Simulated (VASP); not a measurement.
# SrCl2 (Fm-3m) in VASP: notebook

SrCl2 is run at these levels: PBE, r2SCAN; tasks: single point.

All numbers are computed with VASP 6.6.1; they aren't measurements. Logs are shortened: lines on timing, memory, paths and dates and some standing lists are left out, and cuts for length are marked.

## Step 1: The cell of the first run

Symmetry: Fm-3m, No. 225, cubic system. The conventional cell has a = 7.176 Å, b = 7.176 Å, c = 7.176 Å, α = 90.00°, β = 90.00°, γ = 90.00°. Sr (site symmetry m-3m) has 8 Cl at 3.11 Å within 4.1 Å. Cl (site symmetry -43m) has 4 Sr at 3.11 Å and 6 Cl at 3.59 Å within 4.1 Å.

## Step 2: Single point, PBE (30.80 Å³/atom)

File INCAR:

```
PREC = Accurate ; ENCUT = 520
EDIFF = 1E-7 ; ISMEAR = 0
SIGMA = 0.01 ; LREAL = False
LASPH = True ; NELM = 60
ALGO = Normal ; ISIF = 2
LWAVE = False ; LCHARG = False
GGA = PE ; NBANDS = 19
```

File KPOINTS:

```
regular mesh
0
Gamma
  6 6 6
```

File POSCAR:

```
SrCl2
1.0
    0.0000000000      3.5882355540      3.5882355540
    3.5882355540      0.0000000000      3.5882355540
    3.5882355540      3.5882355540      0.0000000000
Sr Cl
1 2
Direct
    0.0000000000      0.0000000000      0.0000000000
    0.2500000000      0.2500000000      0.2500000000
    0.7500000000      0.7500000000      0.7500000000
```

Potentials or basis: VASP PAW PBE potentials, release 64 (Sr_sv, Cl).

Run with:

```console
$ cat potpaw_PBE.64/Sr_sv/POTCAR potpaw_PBE.64/Cl/POTCAR > POTCAR
$ mpirun -np 1 vasp_std > vasp.out
```

OUTCAR:

```text
PREC = Accurate
   ENCUT = 520
   EDIFF = 1E-7
   ISMEAR = 0
   LREAL = False
   LASPH = True
   NELM = 60
   ISIF = 2
   GGA = PE

 ion  position               nearest neighbor table
   1  0.000  0.000  0.000-   3 3.11   3 3.11   3 3.11   2 3.11   2 3.11   2 3.11   3 3.11   2 3.11

   2  0.250  0.250  0.250-   1 3.11   1 3.11   1 3.11   1 3.11
   3  0.750  0.750  0.750-   1 3.11   1 3.11   1 3.11   1 3.11

  LATTYP: Found a face centered cubic cell.
 ALAT       =     7.1764711080

  Lattice vectors:

 A1 = (   0.0000000000,   3.5882355540,   3.5882355540)
 A2 = (   3.5882355540,   0.0000000000,   3.5882355540)
 A3 = (   3.5882355540,   3.5882355540,   0.0000000000)

Analysis of symmetry for initial positions (statically):
=====================================================================
 Subroutine PRICEL returns:
 Original cell was already a primitive cell.

 Routine SETGRP: Setting up the symmetry group for a
 face centered cubic supercell.

 Subroutine GETGRP returns: Found 48 space group operations
 (whereof 48 operations were pure point group operations)
 out of a pool of 48 trial point group operations.

The static configuration has the point symmetry O_h .

Analysis of symmetry for dynamics (positions and initial velocities):
=====================================================================
 Subroutine PRICEL returns:
 Original cell was already a primitive cell.

 Routine SETGRP: Setting up the symmetry group for a
 face centered cubic supercell.

 Subroutine GETGRP returns: Found 48 space group operations
 (whereof 48 operations were pure point group operations)
 out of a pool of 48 trial point group operations.

The dynamic configuration has the point symmetry O_h .

 Subroutine INISYM returns: Found 48 space group operations
 (whereof 48 operations are pure point group operations),
 and found     1 'primitive' translations

----------------------------------------------------------------------------------------

                                     Primitive cell

  volume of cell :      92.4002

  direct lattice vectors                    reciprocal lattice vectors
     0.000000000  3.588235554  3.588235554    -0.139344252  0.139344252  0.139344252
     3.588235554  0.000000000  3.588235554     0.139344252 -0.139344252  0.139344252
     3.588235554  3.588235554  0.000000000     0.139344252  0.139344252 -0.139344252

  length of vectors
[... 74 lines left out ...]
   NELM   =     60;   NELMIN=  2; NELMDL= -5     # of ELM steps
   EDIFF  = 0.1E-06   stopping-criterion for ELM
   LREAL  =      F    real-space projection
   EDIFFG = 0.1E-05   stopping-criterion for IOM
   NSW    =      0    number of steps for IOM
   IBRION =     -1    ionic relax: 0-MD 1-quasi-New 2-CG
   NFREE  =      0    steps in history (QN), initial steepest desc. (CG)
   ISIF   =      2    stress and relaxation
   ISYM   =      2    0-nonsym 1-usesym 2-fastsym
   POTIM  = 0.5000    time-step for ionic-motion
   TEBEG  =    0.0;   TEEND  =   0.0 temperature during run
   PSTRESS=    0.0 pullay stress
   NELECT =      24.0000    total number of electrons
   NUPDOWN=      -1.0000    fix difference up-down
   EMIN   =  10.00;   EMAX   =-10.00  energy-range for DOS
   EFERMI =   0.00;   METHOD = LEGACY
   ISMEAR =     0;   SIGMA  =   0.01  broadening in eV -4-tet -1-fermi 0-gaus
   EFERMI_NEDOS =   21; number of points for ismear=-14 and -15
   IALGO  =     38    algorithm
   IMIX   =      4    mixing-type and parameters
     AMIX     =   0.40;   BMIX     =  1.00
     AMIX_MAG =   1.60;   BMIX_MAG =  1.00
  volume/ion in A,a.u.               =      30.80       207.85
  Fermi-wavevector in a.u.,A,eV,Ry     =   1.044530  1.973876 14.844544  1.091043
  Thomas-Fermi vector in A             =   2.179287
   LORBIT       =      0    0 simple, 1 ext, 2 COOP (PROOUT), +10 PAW based schemes
   GGA     = PE    functional components
   LHFCALC =     F    Hartree Fock is set to
   AEXX    =    0.0000 exact exchange contribution
   IVDW    =     0    specifies the selected vdW correction
   LEPSILON=     F    determine dielectric tensor
   LRPA    =     F    only Hartree local field effects (RPA)
 non-spin polarized calculation
 Gauss-broadening in eV      SIGMA  =   0.01
  energy-cutoff  :      520.00
  volume of cell :       92.40
 maximum number of plane-waves:      2511
 NGX is ok and might be reduce to    40
   NGX = 19   NGY = 19   NGZ = 19

 number of electron      23.9999998 magnetization

 Free energy of the ion-electron system (eV)
  ---------------------------------------------------
  ext. energy  EPLUGINS =         0.00000000
  ---------------------------------------------------
  free energy    TOTEN  =       -12.76637523 eV

  energy without entropy =      -12.76637523  energy(sigma->0) =      -12.76637523

 E-fermi :  -0.3069     XC(G=0):  -7.9246

 val. band max:       -0.3736925388   @ k =   0.5000   0.5000   0.0000
 cond. band min:       4.6426098857   @ k =   0.0000   0.0000   0.0000
 fundamental gap:      5.0163024246
 Fermi energy:        -0.3069471677

 k-point     1 :       0.0000    0.0000    0.0000
  band No.  band energies     occupation
      1     -33.5540      2.00000
      2     -15.5116      2.00000
      3     -15.5116      2.00000
      4     -15.5116      2.00000
      5     -13.4325      2.00000
      6     -12.7423      2.00000
[... 329 lines left out ...]
      6     -12.9260      2.00000
[... 11 lines left out ...]
     18       8.5806      0.00000
     19       9.1648      0.00000

------------------------ aborting loop because EDIFF is reached ----------------------------------------

  FORCE on cell =-STRESS in cart. coord.  units (eV):
  Direction    XX          YY          ZZ          XY          YZ          ZX
  --------------------------------------------------------------------------------------
  -------------------------------------------------------------------------------------
  Total       -0.9445150     -0.9445150     -0.9445150      0.0000000      0.0000000     -0.0000000
  in kB      -16.3774630    -16.3774630    -16.3774630      0.0000000      0.0000000     -0.0000000
  external PRESSURE =     -16.3774630 kB  Pullay stress =       0.0000000 kB

 VOLUME and BASIS-vectors are now :
 -----------------------------------------------------------------------------
  energy-cutoff  :      520.00
  volume of cell :       92.40
      direct lattice vectors                 reciprocal lattice vectors
     0.000000000  3.588235554  3.588235554    -0.139344252  0.139344252  0.139344252
     3.588235554  0.000000000  3.588235554     0.139344252 -0.139344252  0.139344252
     3.588235554  3.588235554  0.000000000     0.139344252  0.139344252 -0.139344252

 POSITION                                       TOTAL-FORCE (eV/Angst)
 -----------------------------------------------------------------------------------
      0.00000      0.00000      0.00000        -0.000000     -0.000000     -0.000000
      1.79412      1.79412      1.79412        -0.000000     -0.000000      0.000000
      5.38235      5.38235      5.38235         0.000000      0.000000      0.000000
 -----------------------------------------------------------------------------------
    total drift:                               -0.000000     -0.000000      0.000000

  FREE ENERGIE OF THE ION-ELECTRON SYSTEM (eV)
  ---------------------------------------------------
  free  energy   TOTEN  =       -12.7663752292 eV

  energy  without entropy=      -12.7663752292  energy(sigma->0) =      -12.76637523
```

OSZICAR:

```text
N       E                     dE             d eps       ncg     rms          rms(c)
DAV:   1     0.141664822982E+03    0.14166E+03   -0.11133E+04   608   0.112E+03
DAV:   2    -0.313681168488E+01   -0.14480E+03   -0.13944E+03   804   0.217E+02
DAV:   3    -0.126917556795E+02   -0.95549E+01   -0.95194E+01   762   0.556E+01
DAV:   4    -0.130791743495E+02   -0.38742E+00   -0.38671E+00  1045   0.950E+00
DAV:   5    -0.130825924688E+02   -0.34181E-02   -0.34179E-02   822   0.861E-01    0.107E+01
DAV:   6    -0.127477577607E+02    0.33483E+00   -0.68443E-01   709   0.448E+00    0.697E+00
DAV:   7    -0.127529439155E+02   -0.51862E-02   -0.34308E-01   822   0.345E+00    0.229E+00
DAV:   8    -0.127639134773E+02   -0.10970E-01   -0.50986E-02   692   0.128E+00    0.378E-01
DAV:   9    -0.127648796852E+02   -0.96621E-03   -0.22447E-03   778   0.264E-01    0.137E-01
DAV:  10    -0.127662913535E+02   -0.14117E-02   -0.10876E-03   655   0.190E-01    0.351E-02
DAV:  11    -0.127663534250E+02   -0.62071E-04   -0.40089E-05   801   0.360E-02    0.401E-02
DAV:  12    -0.127663724409E+02   -0.19016E-04   -0.16628E-05   664   0.209E-02    0.368E-03
DAV:  13    -0.127663753286E+02   -0.28877E-05   -0.31195E-06   761   0.932E-03    0.462E-03
DAV:  14    -0.127663752292E+02    0.99467E-07   -0.43312E-07   657   0.408E-03
   1 F= -.12766375E+02 E0= -.12766375E+02  d E =-.351977E-23
```

Wall time 51 s (1 thread of Intel Xeon 8259CL, shared host); peak memory 0.24 GiB.

What came out:

```
Free energy            : -12.7664 eV
Pressure               : -1.6 GPa
Band gap on the k mesh : 5.02 eV (least direct gap 5.32 eV)
```

Levels at points of the mesh, in eV from the valence-band top:
```
           k point  band 10  band 11  band 12  band 13  band 14  band 15
(0.00, 0.00, 0.00)    -0.30    -0.30    -0.30     5.02     6.10     6.10
(0.50, 0.00, 0.00)    -1.17    -0.94    -0.94     6.61     6.61     7.19
(0.50, 0.50, 0.00)    -0.34    -0.34     0.00     5.52     6.80     7.37
```

A k mesh can miss the band edges. A hybrid or GW would open this gap; PBE tends to underestimate it.

## Step 3: Single point, r2SCAN (26.81 Å³/atom)

This run uses another cell than the first one, of 26.81 Å³/atom.

File POSCAR:

```
SrCl2
1.0
    0.0000000000      3.4262502764      3.4262502764
    3.4262502764      0.0000000000      3.4262502764
    3.4262502764      3.4262502764      0.0000000000
Sr Cl
1 2
Direct
    0.0000000000      0.0000000000      0.0000000000
    0.2500000000      0.2500000000      0.2500000000
    0.7500000000      0.7500000000      0.7500000000
```

File INCAR.step1:

```
  PREC = Accurate
  ENCUT = 520
  ISMEAR = 0
  SIGMA = 0.01
  LREAL = False
  LASPH = True
  NELM = 100
  NBANDS = 19
  GGA = PE
  ALGO = Normal
  EDIFF = 1E-4
  LWAVE = True
  LCHARG = False
```

File INCAR.step2:

```
  PREC = Accurate
  ENCUT = 520
  EDIFF = 1E-6
  ISMEAR = 0
  SIGMA = 0.01
  LREAL = False
  LASPH = True
  NELM = 100
  ALGO = Normal
  ISIF = 2
  LWAVE = False
  LCHARG = False
  METAGGA = R2SCAN
  LMIXTAU = True
  NBANDS = 19
  ISTART = 1
```

KPOINTS is that of step 2.

Potentials or basis: VASP PAW PBE potentials, release 64 (Sr_sv, Cl).

Run with:

```console
$ cat potpaw_PBE.64/Sr_sv/POTCAR potpaw_PBE.64/Cl/POTCAR > POTCAR
$ cp INCAR.step1 INCAR
$ mpirun -np 1 vasp_std > vasp.out
$ cp INCAR.step2 INCAR
$ mpirun -np 1 vasp_std > vasp.out
```

OUTCAR:

```text
PREC = Accurate
   ENCUT = 520
   EDIFF = 1E-6
   ISMEAR = 0
   LREAL = False
   LASPH = True
   NELM = 100
   ISIF = 2
   METAGGA = R2SCAN
   ISTART = 1

 ion  position               nearest neighbor table
   1  0.000  0.000  0.000-   3 2.97   3 2.97   3 2.97   2 2.97   3 2.97   2 2.97   2 2.97   2 2.97

   2  0.250  0.250  0.250-   1 2.97   1 2.97   1 2.97   1 2.97
   3  0.750  0.750  0.750-   1 2.97   1 2.97   1 2.97   1 2.97
[... 537 lines left out ...]

  FORCE on cell =-STRESS in cart. coord.  units (eV):
  Direction    XX          YY          ZZ          XY          YZ          ZX
  --------------------------------------------------------------------------------------
  -------------------------------------------------------------------------------------
  Total        1.3682125      1.3682125      1.3682125     -0.0000000      0.0000000      0.0000000
  in kB       27.2506518     27.2506518     27.2506518     -0.0000000      0.0000000      0.0000000
  external PRESSURE =      27.2506518 kB  Pullay stress =       0.0000000 kB

 VOLUME and BASIS-vectors are now :
 -----------------------------------------------------------------------------
  energy-cutoff  :      520.00
  volume of cell :       80.44
      direct lattice vectors                 reciprocal lattice vectors
     0.000000000  3.426250276  3.426250276    -0.145932130  0.145932130  0.145932130
     3.426250276  0.000000000  3.426250276     0.145932130 -0.145932130  0.145932130
     3.426250276  3.426250276  0.000000000     0.145932130  0.145932130 -0.145932130

 POSITION                                       TOTAL-FORCE (eV/Angst)
 -----------------------------------------------------------------------------------
      0.00000      0.00000      0.00000        -0.000000      0.000000      0.000000
      1.71313      1.71313      1.71313         0.000000     -0.000000      0.000000
      5.13938      5.13938      5.13938        -0.000000      0.000000     -0.000000
 -----------------------------------------------------------------------------------
    total drift:                                0.000000      0.000000      0.000000

  FREE ENERGIE OF THE ION-ELECTRON SYSTEM (eV)
  ---------------------------------------------------
  free  energy   TOTEN  =       -35.6528370305 eV

  energy  without entropy=      -35.6528370305  energy(sigma->0) =      -35.65283703
```

OUTCAR.step1:

```text
PREC = Accurate
   ENCUT = 520
   ISMEAR = 0
   LREAL = False
   LASPH = True
[... 566 lines left out ...]
      0.00000      0.00000      0.00000        -0.000000      0.000000     -0.000000
      1.71313      1.71313      1.71313        -0.000000     -0.000000      0.000000
      5.13938      5.13938      5.13938         0.000000      0.000000     -0.000000
 -----------------------------------------------------------------------------------
    total drift:                                0.000000      0.000000      0.000000

  FREE ENERGIE OF THE ION-ELECTRON SYSTEM (eV)
  ---------------------------------------------------
  free  energy   TOTEN  =       -12.7200237467 eV

  energy  without entropy=      -12.7200237467  energy(sigma->0) =      -12.72002375
```

OSZICAR.step1:

```text
N       E                     dE             d eps       ncg     rms          rms(c)
DAV:   1     0.136951023921E+03    0.13695E+03   -0.11481E+04   608   0.113E+03
DAV:   2    -0.443968119816E+01   -0.14139E+03   -0.13705E+03   809   0.224E+02
DAV:   3    -0.127577717871E+02   -0.83181E+01   -0.82945E+01   813   0.535E+01
DAV:   4    -0.129781237884E+02   -0.22035E+00   -0.21995E+00   973   0.748E+00
DAV:   5    -0.129813549880E+02   -0.32312E-02   -0.32308E-02   843   0.807E-01    0.147E+01
DAV:   6    -0.127042279321E+02    0.27713E+00   -0.54515E-01   677   0.419E+00    0.932E+00
DAV:   7    -0.127146059680E+02   -0.10378E-01   -0.37646E-01   822   0.370E+00    0.200E+00
DAV:   8    -0.127175804046E+02   -0.29744E-02   -0.56479E-02   697   0.131E+00    0.446E-01
DAV:   9    -0.127185492603E+02   -0.96886E-03   -0.18349E-03   766   0.270E-01    0.164E-01
DAV:  10    -0.127198859639E+02   -0.13367E-02   -0.92768E-04   669   0.179E-01    0.447E-02
DAV:  11    -0.127200009053E+02   -0.11494E-03   -0.78895E-05   705   0.501E-02    0.409E-02
DAV:  12    -0.127200237467E+02   -0.22841E-04   -0.29184E-05   522   0.285E-02
   1 F= -.12720024E+02 E0= -.12720024E+02  d E =-.134118E-47
```

Wall time 2.3 min (1 thread of Intel Xeon 8259CL, shared host); peak memory 0.22 GiB.

Results:

```yaml
Free_energy: -35.6528 eV
Pressure: 2.7 GPa
Band_gap_on_the_k_mesh: 5.95 eV
```

Caveat: the PAW data sets were made with another functional, which shifts forces and pressure a little. A k mesh can miss the band edges.
